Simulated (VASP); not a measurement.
# Si (Fm-3m) in VASP: a series of runs

The runs below take Si through single point, with PBEsol.

All numbers are computed with VASP 6.6.1; they aren't measurements. Logs are shortened: lines on timing, memory, paths and dates and some standing lists are left out, and cuts for length are marked.

## Step 1: The cell of the first run

Symmetry: Fm-3m, No. 225, cubic system. The conventional cell has a = 3.828 Å, b = 3.828 Å, c = 3.828 Å, α = 90.00°, β = 90.00°, γ = 90.00°. Within 3.6 Å of Si (site symmetry m-3m) lie 12 Si at 2.71 Å.

## Step 2: Single point, PBEsol

INCAR

```
PREC     = Accurate       # precision mode
ENCUT    = 520            # plane-wave cutoff, eV
EDIFF    = 1E-6           # SCF threshold, eV
ISMEAR   = -1             # smearing method
SIGMA    = 0.1            # smearing width, eV
LREAL    = False          # projectors in reciprocal space
LASPH    = True           # aspherical terms in the spheres
NELM     = 80             # most SCF steps
ALGO     = Normal         # electronic algorithm
ISIF     = 2              # what is computed and relaxed
LWAVE    = False          # write WAVECAR
LCHARG   = True           # write CHGCAR
GGA      = PS             # functional
LELF     = True           # ELF
LVHAR    = True         
NBANDS   = 8              # bands
```

KPOINTS

```
Automatic mesh
0
Gamma
  14 14 14
```

POSCAR

```
Si
1.0
    0.0000000000      1.9141877693      1.9141877693
    1.9141877693      0.0000000000      1.9141877693
    1.9141877693      1.9141877693      0.0000000000
Si
1
Direct
    0.0000000000      0.0000000000      0.0000000000
```

Potentials or basis: VASP PAW PBE potentials, release 64 (Si).

On the command line:

```
cat potpaw_PBE.64/Si/POTCAR > POTCAR
mpirun -np 1 vasp_std > vasp.out
```

OUTCAR:

```text
PREC = Accurate
   ENCUT = 520
   EDIFF = 1E-6
   ISMEAR = -1
   LREAL = False
   LASPH = True
   NELM = 80
   ISIF = 2
   GGA = PS

 ion  position               nearest neighbor table
   1  0.000  0.000  0.000-

  LATTYP: Found a face centered cubic cell.
 ALAT       =     3.8283755386

  Lattice vectors:

 A1 = (   0.0000000000,   1.9141877693,   1.9141877693)
 A2 = (   1.9141877693,   0.0000000000,   1.9141877693)
 A3 = (   1.9141877693,   1.9141877693,   0.0000000000)

Analysis of symmetry for initial positions (statically):
=====================================================================
 Subroutine PRICEL returns:
 Original cell was already a primitive cell.

 Routine SETGRP: Setting up the symmetry group for a
 face centered cubic supercell.

 Subroutine GETGRP returns: Found 48 space group operations
[... 9 lines left out ...]

 Routine SETGRP: Setting up the symmetry group for a
 face centered cubic supercell.

 Subroutine GETGRP returns: Found 48 space group operations
 (whereof 48 operations were pure point group operations)
 out of a pool of 48 trial point group operations.

The dynamic configuration has the point symmetry O_h .

 Subroutine INISYM returns: Found 48 space group operations
 (whereof 48 operations are pure point group operations),
 and found     1 'primitive' translations

----------------------------------------------------------------------------------------

                                     Primitive cell

  volume of cell :      14.0276

  direct lattice vectors                    reciprocal lattice vectors
     0.000000000  1.914187769  1.914187769    -0.261207395  0.261207395  0.261207395
     1.914187769  0.000000000  1.914187769     0.261207395 -0.261207395  0.261207395
     1.914187769  1.914187769  0.000000000     0.261207395  0.261207395 -0.261207395

  length of vectors
     2.707070304  2.707070304  2.707070304     0.452424479  0.452424479  0.452424479

  position of ions in fractional coordinates (direct lattice)
     0.000000000  0.000000000  0.000000000

  ion indices of the primitive-cell ions
   primitive index   ion index
                 1           1

----------------------------------------------------------------------------------------

 KPOINTS: Automatic mesh

Automatic generation of k-mesh.
 Grid dimensions read from file:
 generate k-points for:   14   14   14

 Generating k-lattice:

  Cartesian coordinates                     Fractional coordinates (reciprocal lattice)
    -0.018657671  0.018657671  0.018657671     0.071428571  0.000000000  0.000000000
     0.018657671 -0.018657671  0.018657671     0.000000000  0.071428571  0.000000000
     0.018657671  0.018657671 -0.018657671     0.000000000  0.000000000  0.071428571

  Length of vectors
     0.032316034  0.032316034  0.032316034

  Shift w.r.t. Gamma in fractional coordinates (k-lattice)
     0.000000000  0.000000000  0.000000000

 Subroutine IBZKPT returns following result:
 ===========================================

 Found    104 irreducible k-points:

 Following reciprocal coordinates:
            Coordinates               Weight
  0.000000  0.000000  0.000000      1.000000
  0.071429  0.000000  0.000000      8.000000
  0.142857  0.000000  0.000000      8.000000
  0.214286  0.000000  0.000000      8.000000
  0.285714  0.000000  0.000000      8.000000
  0.357143  0.000000  0.000000      8.000000
[... 16 lines left out ...]
  0.214286  0.142857  0.000000     24.000000
  0.285714  0.142857  0.000000     24.000000
 [... further k-points ...]
   k-points           NKPTS =    104   k-points in BZ     NKDIM =    104   number of bands    NBANDS=      8
   number of dos      NEDOS =    301   number of ions     NIONS =      1
   total plane-waves  NPLWV =   8000
   dimension x,y,z NGX =    20 NGY =   20 NGZ =   20
   dimension x,y,z NGXF=    40 NGYF=   40 NGZF=   40
   ions per type =               1
   NGX,Y,Z   is equivalent  to a cutoff of  12.28, 12.28, 12.28 a.u.
   NGXF,Y,Z  is equivalent  to a cutoff of  24.56, 24.56, 24.56 a.u.
 SYSTEM =  unknown system
   PREC   = accura    normal or accurate (medium, high low for compatibility)
   ISTART =      0    job   : 0-new  1-cont  2-samecut
   ICHARG =      2    charge: 1-file 2-atom 10-const
   ISPIN  =      1    spin polarized calculation?
   LNONCOLLINEAR =      F non collinear calculations
   LSORBIT =      F    spin-orbit coupling
   LASPH  =      T    aspherical Exc in radial PAW
   ENCUT  =  520.0 eV  38.22 Ry    6.18 a.u.   5.03  5.03  5.03*2*pi/ulx,y,z
   NELM   =     80;   NELMIN=  2; NELMDL= -5     # of ELM steps
   EDIFF  = 0.1E-05   stopping-criterion for ELM
   LREAL  =      F    real-space projection
   EDIFFG = 0.1E-04   stopping-criterion for IOM
   NSW    =      0    number of steps for IOM
   IBRION =     -1    ionic relax: 0-MD 1-quasi-New 2-CG
   NFREE  =      0    steps in history (QN), initial steepest desc. (CG)
   ISIF   =      2    stress and relaxation
   ISYM   =      2    0-nonsym 1-usesym 2-fastsym
   POTIM  = 0.5000    time-step for ionic-motion
   TEBEG  =    0.0;   TEEND  =   0.0 temperature during run
   PSTRESS=    0.0 pullay stress
   NELECT =       4.0000    total number of electrons
   NUPDOWN=      -1.0000    fix difference up-down
   EMIN   =  10.00;   EMAX   =-10.00  energy-range for DOS
   EFERMI =   0.00;   METHOD = LEGACY
   ISMEAR =    -1;   SIGMA  =   0.10  broadening in eV -4-tet -1-fermi 0-gaus
   EFERMI_NEDOS =   21; number of points for ismear=-14 and -15
   IALGO  =     38    algorithm
   IMIX   =      4    mixing-type and parameters
     AMIX     =   0.40;   BMIX     =  1.00
     AMIX_MAG =   1.60;   BMIX_MAG =  1.00
  volume/ion in A,a.u.               =      14.03        94.66
  Fermi-wavevector in a.u.,A,eV,Ry     =   1.077541  2.036256 15.797638  1.161094
  Thomas-Fermi vector in A             =   2.213455
   LORBIT       =      0    0 simple, 1 ext, 2 COOP (PROOUT), +10 PAW based schemes
   GGA     = PS    functional components
   LHFCALC =     F    Hartree Fock is set to
   AEXX    =    0.0000 exact exchange contribution
   IVDW    =     0    specifies the selected vdW correction
   LEPSILON=     F    determine dielectric tensor
   LRPA    =     F    only Hartree local field effects (RPA)
 non-spin polarized calculation
  energy-cutoff  :      520.00
  volume of cell :       14.03
 maximum number of plane-waves:       388
   NGX =  9   NGY =  9   NGZ =  9

 number of electron       4.0000000 magnetization

 Free energy of the ion-electron system (eV)
  ---------------------------------------------------
  ext. energy  EPLUGINS =         0.00000000
  ---------------------------------------------------
  free energy    TOTEN  =        -5.34599416 eV

  energy without entropy =       -5.33185266  energy(sigma->0) =       -5.33892341

 E-fermi :  10.5485     XC(G=0): -11.3710

 val. band max:       10.5294697618   @ k =  -0.2857   0.2857   0.0714
 cond. band min:      10.5532850231   @ k =   0.4286   0.2857   0.0000
 fundamental gap:      0.0238152612
 Fermi energy:        10.5485052098

 k-point     1 :       0.0000    0.0000    0.0000
  band No.  band energies     occupation
      1      -4.2073      2.00000
      2      22.0415      0.00000
      3      22.0415      0.00000
      4      22.0415      0.00000
      5      22.5850      0.00000
      6      22.5850      0.00000
      7      22.5850      0.00000
      8      27.9870      0.00000

 k-point     2 :       0.0714    0.0000    0.0000
  band No.  band energies     occupation
      1      -4.0556      2.00000
      2      19.5256      0.00000
      3      21.2106      0.00000
      4      21.2106      0.00000
      5      23.6039      0.00000
      6      23.6039      0.00000
      7      23.8164      0.00000
      8      28.8699      0.00000

 k-point     3 :       0.1429    0.0000    0.0000
  band No.  band energies     occupation
      1      -3.6010      2.00000
      2      16.4121      0.00000
      3      20.3887      0.00000
      4      20.3887      0.00000
      5      24.0654      0.00000
      6      24.7751      0.00000
      7      24.7751      0.00000
      8      27.7722      0.00000

 k-point     4 :       0.2143    0.0000    0.0000
  band No.  band energies     occupation
      1      -2.8458      2.00000
      2      13.3385      0.00000
      3      19.8006      0.00000
      4      19.8006      0.00000
      5      23.9738      0.00000
      6      24.7049      0.00000
      7      24.7049      0.00000
      8      28.1106      0.00000

 k-point     5 :       0.2857    0.0000    0.0000
  band No.  band energies     occupation
      1      -1.7935      2.00000
      2      10.4326      1.52221
      3      19.4489      0.00000
      4      19.4489      0.00000
      5      23.6067      0.00000
      6      23.6067      0.00000
      7      23.8948      0.00000
      8      28.9074      0.00000

 k-point     6 :       0.3571    0.0000    0.0000
  band No.  band energies     occupation
      1      -0.4496      2.00000
      2       7.7461      2.00000
      3      19.3134      0.00000
      4      19.3134      0.00000
      5      22.5381      0.00000
      6      22.5381      0.00000
      7      23.9347      0.00000
      8      27.6969      0.00000

 k-point     7 :       0.4286    0.0000    0.0000
  band No.  band energies     occupation
      1       1.1759      2.00000
      2       5.3092      2.00000
      3      19.3343      0.00000
      4      19.3343      0.00000
      5      21.7657      0.00000
      6      21.7657      0.00000
      7      24.0805      0.00000
      8      26.8113      0.00000

 k-point     8 :       0.5000    0.0000    0.0000
  band No.  band energies     occupation
      1       2.8425      2.00000
      2       3.3713      2.00000
      3      19.3771      0.00000
      4      19.3771      0.00000
      5      21.4691      0.00000
      6      21.4691      0.00000
      7      24.1789      0.00000
      8      26.4607      0.00000

 k-point     9 :       0.0714    0.0714    0.0000
  band No.  band energies     occupation
      1      -4.0050      2.00000
      2      20.0917      0.00000
      3      20.0917      0.00000
      4      21.5298      0.00000
      5      21.5824      0.00000
      6      24.7897      0.00000
      7      24.7897      0.00000
      8      27.5778      0.00000

 k-point    10 :       0.1429    0.0714    0.0000
  band No.  band energies     occupation
      1      -3.6514      2.00000
      2      17.5274      0.00000
      3      19.1871      0.00000
      4      20.8390      0.00000
      5      22.2978      0.00000
      6      25.5224      0.00000
      7      25.9662      0.00000
      8      26.0414      0.00000
[... 78 lines left out ...]
 k-point    18 :      -0.2857    0.0714    0.0000
  band No.  band energies     occupation
      1      -1.2445      2.00000
      2       9.6326      1.99979
      3      17.1578      0.00000
      4      20.3119      0.00000
      5      22.5787      0.00000
      6      23.5598      0.00000
      7      24.7218      0.00000
      8      29.1217      0.00000

 k-point    19 :      -0.2143    0.0714    0.0000
  band No.  band energies     occupation
      1      -2.3940      2.00000
      2      12.4613      0.00000
      3      17.3895      0.00000
      4      20.9340      0.00000
      5      23.4113      0.00000
      6      24.7054      0.00000
      7      24.8422      0.00000
      8      27.1289      0.00000

 k-point    20 :      -0.1429    0.0714    0.0000
  band No.  band energies     occupation
      1      -3.2482      2.00000
      2      15.4668      0.00000
      3      17.8820      0.00000
      4      21.5842      0.00000
      5      23.8176      0.00000
      6      24.6649      0.00000
      7      25.8094      0.00000
      8      26.2382      0.00000

 k-point    21 :      -0.0714    0.0714    0.0000
  band No.  band energies     occupation
      1      -3.8029      2.00000
      2      18.4005      0.00000
      3      18.7601      0.00000
      4      22.1391      0.00000
      5      22.9766      0.00000
      6      24.2983      0.00000
      7      25.2434      0.00000
      8      27.3401      0.00000

 k-point    22 :       0.1429    0.1429    0.0000
  band No.  band energies     occupation
      1      -3.3992      2.00000
      2      18.1978      0.00000
      3      18.1978      0.00000
      4      19.7122      0.00000
      5      20.3705      0.00000
      6      23.9495      0.00000
      7      27.4059      0.00000
      8      27.4059      0.00000

 k-point    23 :       0.2143    0.1429    0.0000
  band No.  band energies     occupation
      1      -2.8455      2.00000
      2      15.7576      0.00000
      3      17.4564      0.00000
      4      19.3015      0.00000
      5      20.4140      0.00000
      6      22.6912      0.00000
      7      28.1624      0.00000
      8      28.3339      0.00000

 k-point    24 :       0.2857    0.1429    0.0000
  band No.  band energies     occupation
      1      -1.9929      2.00000
      2      12.8087      0.00000
      3      16.9723      0.00000
      4      18.4925      0.00000
      5      19.9952      0.00000
      6      23.5534      0.00000
      7      27.7686      0.00000
      8      28.3323      0.00000

 [... further k-points ...]
[... 5 lines left out ...]
  --------------------------------------------------------------------------------------
  -------------------------------------------------------------------------------------
  Total        0.0091131      0.0091131      0.0091131     -0.0000000     -0.0000000     -0.0000000
  in kB        1.0408645      1.0408645      1.0408645     -0.0000000     -0.0000000     -0.0000000
  external PRESSURE =       1.0408645 kB  Pullay stress =       0.0000000 kB

 VOLUME and BASIS-vectors are now :
 -----------------------------------------------------------------------------
  energy-cutoff  :      520.00
  volume of cell :       14.03
      direct lattice vectors                 reciprocal lattice vectors
     0.000000000  1.914187769  1.914187769    -0.261207395  0.261207395  0.261207395
     1.914187769  0.000000000  1.914187769     0.261207395 -0.261207395  0.261207395
     1.914187769  1.914187769  0.000000000     0.261207395  0.261207395 -0.261207395

 POSITION                                       TOTAL-FORCE (eV/Angst)
 -----------------------------------------------------------------------------------
      0.00000      0.00000      0.00000         0.000000      0.000000      0.000000
 -----------------------------------------------------------------------------------
    total drift:                                0.000000      0.000000     -0.000000

  FREE ENERGIE OF THE ION-ELECTRON SYSTEM (eV)
  ---------------------------------------------------
  free  energy   TOTEN  =        -5.3459941594 eV

  energy  without entropy=       -5.3318526606  energy(sigma->0) =       -5.33892341
```

It took 4.9 s on 1 thread of Intel Xeon 6975P-C, shared host; peak memory 0.12 GiB.

What came out:

* Free energy: -5.3460 eV
* Pressure: 0.1 GPa
* Band gap on the k mesh: zero (band 2 reaches 22.04 eV, above the bottom of band 3 at 7.63 eV)

Levels at points of the mesh, in eV from the Fermi level:
| k point | band 1 | band 2 | band 3 | band 4 | band 5 | band 6 |
| --- | --- | --- | --- | --- | --- | --- |
| (0.00, 0.00, 0.00) | -14.76 | 11.49 | 11.49 | 11.49 | 12.04 | 12.04 |
| (0.50, 0.00, 0.00) | -7.71 | -7.18 | 8.83 | 8.83 | 10.92 | 10.92 |
| (0.50, 0.50, 0.00) | -5.52 | -4.54 | 3.27 | 3.27 | 4.33 | 6.96 |

Caveat: the PAW data sets were made with another functional, which shifts forces and pressure a little.

## Step 3: Single point, PBEsol (volume scaled by 0.88)

INCAR

```
  PREC = Accurate
  ENCUT = 520
  EDIFF = 1E-6
  ISMEAR = -1
  SIGMA = 0.1
  LREAL = F
  LASPH = T
  NELM = 80
  ALGO = Normal
  ISIF = 2
  LWAVE = F
  LCHARG = F
  GGA = PS
  NBANDS = 8
```

KPOINTS

```
Automatic mesh
0
Gamma
  16 16 16
```

POSCAR

```
Si
1.0
    0.0000000000      1.8343354576      1.8343354576
    1.8343354576      0.0000000000      1.8343354576
    1.8343354576      1.8343354576      0.0000000000
Si
1
Direct
    0.0000000000      0.0000000000      0.0000000000
```

Potentials or basis: VASP PAW PBE potentials, release 64 (Si).

On the command line:

```
cat potpaw_PBE.64/Si/POTCAR > POTCAR
mpirun -np 1 vasp_std > vasp.out
```

Run time: 6.4 s. Hardware: 1 thread of Intel Xeon 6975P-C, shared host; peak memory 0.13 GiB.

The run converged. Its results:

```yaml
Free_energy: -5.2682 eV
Pressure: 15.9 GPa
Band_gap_on_the_k_mesh: zero (band 2 reaches 24.92 eV, above the bottom of band 3 at 9.01 eV)
```

Levels at points of the mesh, in eV from the Fermi level:
| k point | band 1 | band 2 | band 3 | band 4 | band 5 | band 6 | band 7 |
| --- | --- | --- | --- | --- | --- | --- | --- |
| (0.00, 0.00, 0.00) | -16.05 | 12.52 | 12.52 | 12.52 | 13.14 | 13.14 | 13.14 |
| (0.50, 0.00, 0.00) | -8.14 | -8.08 | 10.07 | 10.07 | 11.29 | 11.29 | 15.17 |
| (0.50, 0.50, 0.00) | -6.20 | -4.70 | 3.65 | 3.65 | 4.06 | 7.88 | 26.90 |

Caveat: the PAW data sets were made with another functional, which shifts forces and pressure a little.

## Step 4: Single point, PBEsol (volume scaled by 0.92)

INCAR

```
SYSTEM = Si
PREC     = Accurate       ! precision mode
ENCUT    = 520            ! plane-wave cutoff, eV
EDIFF    = 1E-7           ! SCF threshold, eV
ISMEAR   = -1             ! smearing method
SIGMA    = 0.1            ! smearing width, eV
LREAL    = .FALSE.        ! projectors in reciprocal space
LASPH    = .TRUE.         ! aspherical terms in the spheres
NELM     = 80             ! most SCF steps
ALGO     = Normal         ! electronic algorithm
ISIF     = 2              ! what is computed and relaxed
LWAVE    = .FALSE.        ! write WAVECAR
LCHARG   = .TRUE.         ! write CHGCAR
GGA      = PS             ! functional
LELF     = .TRUE.         ! ELF
LVHAR    = .TRUE.       
NBANDS   = 8              ! bands
```

KPOINTS

```
regular mesh
0
G
  16 16 16
  0 0 0
```

POSCAR

```
Si
1.0
    0.0000000000      1.8617176357      1.8617176357
    1.8617176357      0.0000000000      1.8617176357
    1.8617176357      1.8617176357      0.0000000000
Si
1
Direct
    0.0000000000      0.0000000000      0.0000000000
```

On the command line:

```
cat potpaw_PBE.64/Si/POTCAR > POTCAR
mpirun -np 1 vasp_std > vasp.out
```

Wall time 5.6 s (1 thread of Intel Xeon 6975P-C, shared host); peak memory 0.12 GiB.

Results (log left out):

| Item | Value |
| --- | --- |
| Free energy | -5.3129 eV |
| Pressure | 9.8 GPa |
| Band gap on the k mesh | zero (band 2 reaches 24.08 eV, above the bottom of band 3 at 8.38 eV) |

Levels at points of the mesh, in eV from the Fermi level:
```
           k point  band 1  band 2  band 3  band 4  band 5
(0.00, 0.00, 0.00)  -15.59   12.35   12.35   12.35   12.54
(0.50, 0.00, 0.00)   -7.99   -7.76    9.62    9.62   11.15
(0.50, 0.50, 0.00)   -5.97   -4.64    3.51    3.51    4.15
```

Caveat: the PAW data sets were made with another functional, which shifts forces and pressure a little.

## Step 5: The runs side by side

```tsv
cell	k mesh	gap on the mesh (eV)	pressure (GPa)
a = 2.707 Å, angles 60.0°, 1 atom	14 × 14 × 14	none	0.1
a = 2.594 Å, angles 60.0°, 1 atom	16 × 16 × 16	none	15.9
a = 2.633 Å, angles 60.0°, 1 atom	16 × 16 × 16	none	9.8
```

Alike in all rows: task single point; level PBEsol; potentials or basis VASP PAW PBE potentials, release 64 (Si); no spin polarisation; cutoff (eV) 520; smearing fermi-dirac 0.1 eV.

Caveats: the PAW data sets were made with another functional, which shifts forces and pressure a little.

Absolute energies hang on the potentials; compare differences alone.
